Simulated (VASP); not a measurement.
# H20CO9 in VASP: single point with PBE+D3(BJ)

Aim: the single point of H20CO9 with PBE+D3(BJ).

All numbers are computed with VASP 6.6.1; they aren't measurements. Logs are shortened: lines on timing, memory, paths and dates and some standing lists are left out, and cuts for length are marked.

### 1 The cell of the first run

The cell holds a disordered packing, 30 atoms: a = 6.964 Å, b = 6.964 Å, c = 6.964 Å, α = 90.00°, β = 90.00°, γ = 90.00°.

### 2 Single point, PBE+D3(BJ)

Contents of INCAR:

```
SYSTEM = H20CO9
PREC = Accurate
ENCUT = 1000
EDIFF = 1E-6
ISMEAR = -1
SIGMA = 0.02
LREAL = Auto
LASPH = .TRUE.
NELM = 120
ALGO = Normal
ISIF = 2
LWAVE = .FALSE.
LCHARG = .FALSE.
GGA = PE
IVDW = 12
NBANDS = 60
GGA_COMPAT = .FALSE.
```

Contents of KPOINTS:

```
Automatic mesh
0
G
  1 1 1
  0 0 0
```

Contents of POSCAR:

```
H20CO9
1.0
    6.9637580000      0.0000000000      0.0000000000
    0.0000000000      6.9637580000      0.0000000000
    0.0000000000      0.0000000000      6.9637580000
O H C
9 20 1
Direct
    0.1469200501      0.4038110742      0.6377292251
    0.1559845474      0.5592770410      0.2537798530
    0.8488141584      0.4505152934      0.0150623855
    0.4056717879      0.9179659409      0.6402459703
    0.6914758695      0.6727857594      0.7328027349
    1.0385315949      0.9038037037      0.7919004908
    0.4739116878      0.2125721014      0.9072338783
    0.3815943096      0.9299227049      0.2341471498
    0.8632316980      1.1449362823      0.5281152758
    0.0563776172      0.4605102182      0.7291864840
    0.1483046598      0.4898875704      0.5248714598
    0.0408282746      0.5198336209      0.1797958837
    0.2570614431      0.4757819679      0.2058693729
    0.7791986502      0.5532858577     -0.0536816091
    0.7563325204      0.3433235271      0.0079171232
    0.3972088858      0.9386133484      0.5000917329
    0.2722548335      0.8963039333      0.6868123106
    0.5821584352      0.7615393068      0.7022788558
    0.6719696645      0.5623501908      0.6496864850
    0.9757991952      1.0085693353      0.7177913352
    0.9410538586      0.8028336903      0.7781074194
    0.3843719779      0.3042416865      0.8488165719
    0.4778958836      0.1121194019      0.8062116444
    0.2860128853      0.8348539456      0.1953719661
    0.3895100131      1.0241783554      0.1298892901
    0.7451623452      0.9303164085      0.3652732038
    0.9763329520      1.2315700613      0.5303031036
    0.8964267976      1.0880670732      0.2313649870
    0.9999470108      0.9125006766      0.3893091431
    0.8789018930      1.0127052229      0.3694860734
```

Potentials or basis: VASP PAW PBE potentials, release 64 (O_h, H_h, C_h).

Run with:

```
$ cat potpaw_PBE.64/O_h/POTCAR potpaw_PBE.64/H_h/POTCAR potpaw_PBE.64/C_h/POTCAR > POTCAR
$ mpirun -np 1 vasp_gam > vasp.out
```

OUTCAR:

```text
SYSTEM = H20CO9
   PREC = Accurate
   ENCUT = 1000
   EDIFF = 1E-6
   ISMEAR = -1
   LREAL = Auto
   LASPH = .TRUE.
   NELM = 120
   ISIF = 2
   GGA = PE
   IVDW = 12
 IVDW          = 12

 ion  position               nearest neighbor table
   1  0.147  0.404  0.638-  10 0.98  11 0.99
   2  0.156  0.559  0.254-  13 0.97  12 0.99
   3  0.849  0.451  0.015-  15 0.99  14 0.99
   4  0.406  0.918  0.640-  16 0.99  17 1.00
   5  0.691  0.673  0.733-  19 0.97  18 1.00
   6  0.039  0.904  0.792-  21 0.98  20 0.99
   7  0.474  0.213  0.907-  22 0.98  23 0.99
   8  0.382  0.930  0.234-  24 0.98  25 0.98
   9  0.863  0.145  0.528-  27 0.99  30 1.44
  10  0.056  0.461  0.729-   1 0.98
  11  0.148  0.490  0.525-   1 0.99
  12  0.041  0.520  0.180-   2 0.99
  13  0.257  0.476  0.206-   2 0.97
  14  0.779  0.553  0.946-   3 0.99
  15  0.756  0.343  0.008-   3 0.99
[... 12 lines left out ...]
  28  0.896  0.088  0.231-  30 1.10
  29  1.000  0.913  0.389-  30 1.10
  30  0.879  0.013  0.369-  26 1.09  28 1.10  29 1.10   9 1.44

  LATTYP: Found a simple cubic cell.
 ALAT       =     6.9637580000

  Lattice vectors:

 A1 = (   6.9637580000,   0.0000000000,   0.0000000000)
 A2 = (   0.0000000000,   6.9637580000,   0.0000000000)
 A3 = (   0.0000000000,   0.0000000000,   6.9637580000)

Analysis of symmetry for initial positions (statically):
=====================================================================
 Subroutine PRICEL returns:
 Original cell was already a primitive cell.

 Routine SETGRP: Setting up the symmetry group for a
 simple cubic supercell.

 Subroutine GETGRP returns: Found  1 space group operations
 (whereof  1 operations were pure point group operations)
 out of a pool of 48 trial point group operations.

The static configuration has the point symmetry C_1 .

Analysis of symmetry for dynamics (positions and initial velocities):
=====================================================================
 Subroutine PRICEL returns:
 Original cell was already a primitive cell.

 Routine SETGRP: Setting up the symmetry group for a
 simple cubic supercell.

 Subroutine GETGRP returns: Found  1 space group operations
 (whereof  1 operations were pure point group operations)
 out of a pool of 48 trial point group operations.

The dynamic configuration has the point symmetry C_1 .

 Subroutine INISYM returns: Found  1 space group operations
 (whereof  1 operations are pure point group operations),
 and found     1 'primitive' translations

----------------------------------------------------------------------------------------

                                     Primitive cell

  volume of cell :     337.7000

  direct lattice vectors                    reciprocal lattice vectors
     6.963758000  0.000000000  0.000000000     0.143600625  0.000000000  0.000000000
     0.000000000  6.963758000  0.000000000     0.000000000  0.143600625  0.000000000
     0.000000000  0.000000000  6.963758000     0.000000000  0.000000000  0.143600625

  length of vectors
     6.963758000  6.963758000  6.963758000     0.143600625  0.143600625  0.143600625

  position of ions in fractional coordinates (direct lattice)
     0.146920050  0.403811074  0.637729225
     0.155984547  0.559277041  0.253779853
     0.848814158  0.450515293  0.015062386
     0.405671788  0.917965941  0.640245970
     0.691475870  0.672785759  0.732802735
     0.038531595  0.903803704  0.791900491
[... 22 lines left out ...]
     0.999947011  0.912500677  0.389309143
     0.878901893  0.012705223  0.369486073

  ion indices of the primitive-cell ions
   primitive index   ion index
                 1           1
                 2           2
                 3           3
                 4           4
                 5           5
                 6           6
[... 22 lines left out ...]
                29          29
                30          30

----------------------------------------------------------------------------------------

 KPOINTS: Automatic mesh

Automatic generation of k-mesh.
 Grid dimensions read from file:
 generate k-points for:    1    1    1

 Generating k-lattice:

  Cartesian coordinates                     Fractional coordinates (reciprocal lattice)
     0.143600625  0.000000000  0.000000000     1.000000000  0.000000000  0.000000000
     0.000000000  0.143600625  0.000000000     0.000000000  1.000000000  0.000000000
     0.000000000  0.000000000  0.143600625     0.000000000  0.000000000  1.000000000

  Length of vectors
     0.143600625  0.143600625  0.143600625

  Shift w.r.t. Gamma in fractional coordinates (k-lattice)
     0.000000000  0.000000000  0.000000000

 Subroutine IBZKPT returns following result:
 ===========================================

 Found      1 irreducible k-points:

 Following reciprocal coordinates:
            Coordinates               Weight
  0.000000  0.000000  0.000000      1.000000
   k-points           NKPTS =      1   k-points in BZ     NKDIM =      1   number of bands    NBANDS=     60
   number of dos      NEDOS =    301   number of ions     NIONS =     30
   total plane-waves  NPLWV = 373248
   dimension x,y,z NGX =    72 NGY =   72 NGZ =   72
   dimension x,y,z NGXF=   144 NGYF=  144 NGZF=  144
   ions per type =               9  20   1
   NGX,Y,Z   is equivalent  to a cutoff of  17.19, 17.19, 17.19 a.u.
   NGXF,Y,Z  is equivalent  to a cutoff of  34.38, 34.38, 34.38 a.u.
 SYSTEM =  H20CO9
   PREC   = accura    normal or accurate (medium, high low for compatibility)
   ISTART =      0    job   : 0-new  1-cont  2-samecut
   ICHARG =      2    charge: 1-file 2-atom 10-const
   ISPIN  =      1    spin polarized calculation?
   LNONCOLLINEAR =      F non collinear calculations
   LSORBIT =      F    spin-orbit coupling
   LASPH  =      T    aspherical Exc in radial PAW
   ENCUT  = 1000.0 eV  73.50 Ry    8.57 a.u.  17.96 17.96 17.96*2*pi/ulx,y,z
   NELM   =    120;   NELMIN=  2; NELMDL= -5     # of ELM steps
   EDIFF  = 0.1E-05   stopping-criterion for ELM
   LREAL  =      T    real-space projection
   EDIFFG = 0.1E-04   stopping-criterion for IOM
   NSW    =      0    number of steps for IOM
[... 5 lines left out ...]
   TEBEG  =    0.0;   TEEND  =   0.0 temperature during run
   PSTRESS=    0.0 pullay stress
   NELECT =      78.0000    total number of electrons
   NUPDOWN=      -1.0000    fix difference up-down
   EMIN   =  10.00;   EMAX   =-10.00  energy-range for DOS
   EFERMI =   0.00;   METHOD = LEGACY
   ISMEAR =    -1;   SIGMA  =   0.02  broadening in eV -4-tet -1-fermi 0-gaus
   EFERMI_NEDOS =   21; number of points for ismear=-14 and -15
   IALGO  =     38    algorithm
   IMIX   =      4    mixing-type and parameters
     AMIX     =   0.40;   BMIX     =  1.00
     AMIX_MAG =   1.60;   BMIX_MAG =  1.00
  volume/ion in A,a.u.               =      11.26        75.96
  Fermi-wavevector in a.u.,A,eV,Ry     =   1.004452  1.898140 13.727253  1.008925
  Thomas-Fermi vector in A             =   2.137069
   LORBIT       =      0    0 simple, 1 ext, 2 COOP (PROOUT), +10 PAW based schemes
   GGA     = PE    functional components
   LHFCALC =     F    Hartree Fock is set to
   AEXX    =    0.0000 exact exchange contribution
   IVDW    =    12    specifies the selected vdW correction
   LEPSILON=     F    determine dielectric tensor
   LRPA    =     F    only Hartree local field effects (RPA)
 non-spin polarized calculation
  energy-cutoff  :     1000.00
  volume of cell :      337.70
 maximum number of plane-waves:     12104
 NGX is ok and might be reduce to    70
   NGX = 35   NGY = 35   NGZ = 35

 number of electron      77.9999999 magnetization

 Free energy of the ion-electron system (eV)
  ---------------------------------------------------
  ext. energy  EPLUGINS =         0.00000000
  ---------------------------------------------------
  free energy    TOTEN  =      -148.18446081 eV

  energy without entropy =     -148.18446081  energy(sigma->0) =     -148.18446081

 E-fermi :  -2.8255     XC(G=0):  -6.3621

 val. band max:       -3.3804074135   @ k =   0.0000   0.0000   0.0000
 cond. band min:       0.9101808813   @ k =   0.0000   0.0000   0.0000
 fundamental gap:      4.2905882948
 Fermi energy:        -2.8255065169

 k-point     1 :       0.0000    0.0000    0.0000
  band No.  band energies     occupation
      1     -22.6708      2.00000
      2     -22.4938      2.00000
      3     -22.4217      2.00000
      4     -22.1745      2.00000
      5     -22.1360      2.00000
      6     -22.0242      2.00000
[... 43 lines left out ...]
     50       6.0793      0.00000
     51       6.3609      0.00000
 [bands above 51 left out]

------------------------ aborting loop because EDIFF is reached ----------------------------------------

 Edisp (eV)   -0.90905

 E8    (eV) :    -0.1863

  FORCE on cell =-STRESS in cart. coord.  units (eV):
  Direction    XX          YY          ZZ          XY          YZ          ZX
  --------------------------------------------------------------------------------------
  -------------------------------------------------------------------------------------
  Total      -2.85306    -1.83350    -2.78449    -0.51587    -0.12974    -0.52458
  in kB     -13.53601    -8.69882   -13.21067    -2.44749    -0.61555    -2.48882
  external pressure =      -11.82 kB  Pullay stress =        0.00 kB

 VOLUME and BASIS-vectors are now :
 -----------------------------------------------------------------------------
  energy-cutoff  :     1000.00
  volume of cell :      337.70
      direct lattice vectors                 reciprocal lattice vectors
     6.963758000  0.000000000  0.000000000     0.143600625  0.000000000  0.000000000
     0.000000000  6.963758000  0.000000000     0.000000000  0.143600625  0.000000000
     0.000000000  0.000000000  6.963758000     0.000000000  0.000000000  0.143600625

 POSITION                                       TOTAL-FORCE (eV/Angst)
 -----------------------------------------------------------------------------------
      1.02312      2.81204      4.44099        -0.159728      0.188273      0.023630
      1.08624      3.89467      1.76726        -0.003641     -0.002629      0.011396
      5.91094      3.13728      0.10489        -0.269290     -0.229859     -0.081555
      2.82500      6.39249      4.45852         0.053174     -0.026609     -0.010828
      4.81527      4.68512      5.10306        -0.029148     -0.066052     -0.041503
      0.26832      6.29387      5.51460        -0.131043     -0.055937     -0.081153
[... 22 lines left out ...]
      6.96339      6.35443      2.71105        -0.066394      0.089937     -0.026066
      6.12046      0.08848      2.57301        -0.013341      0.089131      0.053217
 -----------------------------------------------------------------------------------
    total drift:                                0.000086     -0.000238     -0.000376

  FREE ENERGIE OF THE ION-ELECTRON SYSTEM (eV)
  ---------------------------------------------------
  free  energy   TOTEN  =      -149.0935106015 eV

  energy  without entropy=     -149.0935106015  energy(sigma->0) =     -149.09351060
```

It took 3.1 min on 1 thread of AMD EPYC 7R43 (Zen 3), shared host; peak memory 0.63 GiB.

Results:

```yaml
Free_energy: -149.0935 eV
Pressure: -1.2 GPa
Largest_force: 0.393 eV/Å
Dispersion_energy_per_atom: -0.030 eV
```

Forces in eV/Å, atoms in the order of the input:
```
O   -0.160  0.188  0.024
O   -0.004 -0.003  0.011
O   -0.269 -0.230 -0.082
O    0.053 -0.027 -0.011
O   -0.029 -0.066 -0.042
O   -0.131 -0.056 -0.081
O   -0.121  0.086 -0.112
O   -0.040  0.020 -0.053
O    0.252  0.015 -0.084
H    0.147 -0.119 -0.074
H    0.030 -0.085  0.055
H   -0.031  0.001 -0.010
H   -0.007  0.012  0.003
H    0.016 -0.025 -0.018
H    0.296  0.256  0.027
H   -0.004 -0.010  0.014
H   -0.027  0.001  0.010
H    0.001  0.014 -0.001
H    0.018  0.037  0.015
H    0.026 -0.044  0.061
H    0.090  0.078  0.018
H    0.093 -0.121  0.091
H   -0.011  0.010  0.060
H    0.038  0.022  0.026
H    0.015 -0.026  0.038
H    0.012  0.033 -0.027
H   -0.177 -0.144  0.026
H    0.004  0.002  0.088
H   -0.066  0.090 -0.026
C   -0.013  0.089  0.053
```

Stress tensor (GPa, compression positive):
```
-1.35 -0.24 -0.25
-0.24 -0.87 -0.06
-0.25 -0.06 -1.32
```

Levels at points of the mesh, in eV from the Fermi level:
| k point | band 36 | band 37 | band 38 | band 39 | band 40 | band 41 | band 42 | band 43 |
| --- | --- | --- | --- | --- | --- | --- | --- | --- |
| (0.00, 0.00, 0.00) | -1.38 | -1.18 | -1.17 | -0.55 | 3.74 | 6.39 | 6.80 | 6.89 |

Caveat: the k points lie up to 0.90 Å⁻¹ apart, too coarse for converged energies, forces and pressures.
